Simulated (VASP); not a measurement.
# GaP (R-3m) in VASP: notebook, part 2 of 2

VASP 6.6.1. Earlier steps stand in the parts before.

## 3. Single point, LDA (21.21 Å³/atom)

INCAR

```
PREC     = Accurate       # precision mode
ENCUT    = 520            # plane-wave cutoff, eV
EDIFF    = 1E-6           # SCF threshold, eV
ISMEAR   = 0              # smearing method
SIGMA    = 0.05           # smearing width, eV
LREAL    = False          # projectors in reciprocal space
LASPH    = True           # aspherical terms in the spheres
NELM     = 60             # most SCF steps
ALGO     = Normal         # electronic algorithm
ISIF     = 2              # what is computed and relaxed
LWAVE    = False          # write WAVECAR
LCHARG   = True           # write CHGCAR
GGA      = CA             # functional
LELF     = True           # ELF
LVHAR    = True         
NBANDS   = 26             # bands
```

KPOINTS

```
Automatic mesh
0
Gamma
  9 9 9
```

POSCAR

```
GaP
1.0
    1.8694081259      1.0793032847      7.0087849455
   -1.8694081259      1.0793032847      7.0087849455
    0.0000000000     -2.1586065694      7.0087849455
Ga P
2 2
Direct
    0.4359784395      0.4359784395      0.4359784395
    0.5640215605      0.5640215605      0.5640215605
    0.0580350955      0.0580350955      0.0580350955
    0.9419649045      0.9419649045      0.9419649045
```

Potentials or basis: VASP PAW LDA potentials, release 64 (Ga_d, P).

Launch:

```
cat potpaw_LDA.64/Ga_d/POTCAR potpaw_LDA.64/P/POTCAR > POTCAR
mpirun -np 1 vasp_std > vasp.out
```

Run time: 13 min. Hardware: 1 thread of Intel Xeon 8259CL, shared host; peak memory 0.41 GiB.

The run converged. Its results:

```
Free energy            : -19.8643 eV
Pressure               : -4.4 GPa
Largest force          : 0.693 eV/Å
Band gap on the k mesh : zero (filled and empty bands touch)
```

Forces in eV/Å, atoms in the order of the input:
```
Ga   0.000  0.000  0.187
Ga   0.000  0.000 -0.187
P    0.000  0.000 -0.693
P    0.000  0.000  0.693
```

Stress tensor (GPa, compression positive):
```
  1.61   0.00   0.00
  0.00   1.61   0.00
  0.00   0.00 -16.50
```

Levels at points of the mesh, in eV from the Fermi level:
| k point | band 15 | band 16 | band 17 | band 18 | band 19 | band 20 | band 21 | band 22 |
| --- | --- | --- | --- | --- | --- | --- | --- | --- |
| (0.00, 0.00, 0.00) | -1.18 | -0.69 | -0.31 | -0.02 | -0.02 | 1.93 | 2.88 | 4.06 |

Caveat: the cell stands under tension; semilocal functionals underestimate gaps, so a narrow gap can read as zero.

## 4. Single point, LDA (18.07 Å³/atom)

This run uses another cell than the first one, of 18.07 Å³/atom.

INCAR

```
ALGO = Normal
EDIFF = 1E-6
ENCUT = 520
GGA = CA
ISIF = 2
ISMEAR = 0
LASPH = T
LCHARG = T
LELF = T
LREAL = F
LVHAR = T
LWAVE = F
NBANDS = 26
NELM = 60
PREC = Accurate
SIGMA = 0.05
```

KPOINTS

```
k-points
0
Gamma
  9 9 9
```

POSCAR

```
GaP
1.0
    1.8083303256      1.0440400003      6.3807538317
   -1.8083303256      1.0440400003      6.3807538317
    0.0000000000     -2.0880800006      6.3807538317
Ga P
2 2
Direct
    0.4359784395      0.4359784395      0.4359784395
    0.5640215605      0.5640215605      0.5640215605
    0.0580350955      0.0580350955      0.0580350955
    0.9419649045      0.9419649045      0.9419649045
```

Potentials or basis: VASP PAW LDA potentials, release 64 (Ga_d, P).

Launch:

```
cat potpaw_LDA.64/Ga_d/POTCAR potpaw_LDA.64/P/POTCAR > POTCAR
mpirun -np 1 vasp_std > vasp.out
```

OUTCAR:

```text
EDIFF = 1E-6
   ENCUT = 520
   GGA = CA
   ISIF = 2
   ISMEAR = 0
   LASPH = T
   LREAL = F
   NELM = 60
   PREC = Accurate

 ion  position               nearest neighbor table
   1  0.436  0.436  0.436-   3 2.26   3 2.26   3 2.26   2 2.45
   2  0.564  0.564  0.564-   4 2.26   4 2.26   4 2.26   1 2.45
   3  0.058  0.058  0.058-   4 2.22   1 2.26   1 2.26   1 2.26
   4  0.942  0.942  0.942-   3 2.22   2 2.26   2 2.26   2 2.26

  LATTYP: Found a trigonal (rhomboedric) cell.
[... 202 lines left out ...]
      6      -8.9266      2.00000
[... 685 lines left out ...]
     25      14.9594      0.00000
     26      16.2013      0.00000

 [... further k-points ...]
[... 5 lines left out ...]
  --------------------------------------------------------------------------------------
  -------------------------------------------------------------------------------------
  Total        6.1434043      6.1434043     -0.4397148      0.0000000      0.0000000      0.0000000
  in kB      136.1763014    136.1763014     -9.7468325      0.0000000      0.0000000      0.0000000
  external PRESSURE =      87.5352568 kB  Pullay stress =       0.0000000 kB

 VOLUME and BASIS-vectors are now :
 -----------------------------------------------------------------------------
  energy-cutoff  :      520.00
  volume of cell :       72.28
      direct lattice vectors                 reciprocal lattice vectors
     1.808330326  1.044040000  6.380753832     0.276498156  0.159636285  0.052240431
    -1.808330326  1.044040000  6.380753832    -0.276498156  0.159636285  0.052240431
     0.000000000 -2.088080001  6.380753832     0.000000000 -0.319272569  0.052240431

 POSITION                                       TOTAL-FORCE (eV/Angst)
 -----------------------------------------------------------------------------------
      0.00000      0.00000      8.34561         0.000000     -0.000000      0.654137
      0.00000      0.00000     10.79665         0.000000     -0.000000     -0.654137
      0.00000      0.00000      1.11092         0.000000      0.000000     -0.789031
      0.00000      0.00000     18.03134         0.000000     -0.000000      0.789031
 -----------------------------------------------------------------------------------
    total drift:                                0.000000     -0.000000     -0.000000

  FREE ENERGIE OF THE ION-ELECTRON SYSTEM (eV)
  ---------------------------------------------------
  free  energy   TOTEN  =       -20.1189636971 eV

  energy  without entropy=      -20.1189636969  energy(sigma->0) =      -20.11896370
```

It took 10 min on 1 thread of Intel Xeon 8259CL, shared host; peak memory 0.36 GiB.

Results:

```
Free energy            : -20.1190 eV
Pressure               : 8.8 GPa
Largest force          : 0.789 eV/Å
Band gap on the k mesh : 0.38 eV (least direct gap 1.17 eV)
```

Forces in eV/Å, atoms in the order of the input:
```
Ga   0.000  0.000  0.654
Ga   0.000  0.000 -0.654
P    0.000  0.000 -0.789
P    0.000  0.000  0.789
```

Stress tensor (GPa, compression positive):
```
13.62  0.00  0.00
 0.00 13.62  0.00
 0.00  0.00 -0.97
```

Caveat: the cell stands under pressure; an odd mesh through Γ misses points on the zone boundary, where band edges can lie.

## 5. Single point, LDA (18.07 Å³/atom)

This run uses another cell than the first one, of 18.07 Å³/atom.

INCAR

```
ALGO     = Normal         # electronic algorithm
EDIFF    = 1E-6           # SCF threshold, eV
ENCUT    = 520            # plane-wave cutoff, eV
ISIF     = 2              # what is computed and relaxed
ISMEAR   = 0              # smearing method
LASPH    = True           # aspherical terms in the spheres
LCHARG   = False          # write CHGCAR
LREAL    = False          # projectors in reciprocal space
LWAVE    = False          # write WAVECAR
NBANDS   = 26             # bands
NELM     = 100            # most SCF steps
PREC     = Accurate       # precision mode
SIGMA    = 0.05           # smearing width, eV
```

KPOINTS is that of step 4.

POSCAR

```
GaP
1.0
    1.8829580201      1.0871263198      5.8849969961
   -1.8829580201      1.0871263198      5.8849969961
    0.0000000000     -2.1742526396      5.8849969961
Ga P
2 2
Direct
    0.4359784395      0.4359784395      0.4359784395
    0.5640215605      0.5640215605      0.5640215605
    0.0580350955      0.0580350955      0.0580350955
    0.9419649045      0.9419649045      0.9419649045
```

Launch:

```
cat potpaw_LDA.64/Ga_d/POTCAR potpaw_LDA.64/P/POTCAR > POTCAR
mpirun -np 1 vasp_std > vasp.out
```

It took 6.5 min on 1 thread of Intel Xeon 8259CL, shared host; peak memory 0.34 GiB.

Results (log left out):

* Free energy: -20.0727 eV
* Pressure: 9.8 GPa
* Largest force: 1.517 eV/Å
* Band gap on the k mesh: 0.71 eV (least direct gap 0.85 eV)

Forces in eV/Å, atoms in the order of the input:
```
Ga   0.000  0.000 -0.713
Ga   0.000  0.000  0.713
P    0.000  0.000  1.517
P    0.000  0.000 -1.517
```

Stress tensor (GPa, compression positive):
```
 3.54  0.00  0.00
 0.00  3.54  0.00
 0.00  0.00 22.33
```

Levels at points of the mesh, in eV from the valence-band top:
| k point | band 15 | band 16 | band 17 | band 18 | band 19 | band 20 | band 21 | band 22 |
| --- | --- | --- | --- | --- | --- | --- | --- | --- |
| (0.00, 0.00, 0.00) | -2.36 | -0.12 | 0.00 | 0.00 | 0.85 | 2.64 | 3.33 | 3.33 |

Caveat: the cell stands under pressure; an odd mesh through Γ misses points on the zone boundary, where band edges can lie; forces of over 1 eV/Å act on the atoms, so gaps and moduli don't describe the material at rest.

## 6. Overview

```tsv
cell	gap on the mesh (eV)	pressure (GPa)	largest force (eV/Å)
a = 7.598 Å, angles 27.9°, 4 atoms	none	-2.9	0.64
a = 7.334 Å, angles 29.5°, 4 atoms	none	-4.4	0.69
a = 6.714 Å, angles 31.3°, 4 atoms	0.38	8.8	0.79
a = 6.274 Å, angles 34.9°, 4 atoms	0.71	9.8	1.52
```

Alike in all rows: task single point; level LDA; potentials or basis VASP PAW LDA potentials, release 64 (Ga_d, P); no spin polarisation; k mesh 9 × 9 × 9; cutoff (eV) 520; smearing gaussian 0.05 eV.

Caveats: semilocal functionals underestimate gaps, so a narrow gap can read as zero (at least some runs); the cell stands under pressure (at least some runs); an odd mesh through Γ misses points on the zone boundary, where band edges can lie (at least some runs); the cell stands under tension (at least some runs); forces of over 1 eV/Å act on the atoms, so gaps and moduli don't describe the material at rest (at least some runs).

Absolute energies hang on the potentials; compare differences alone.
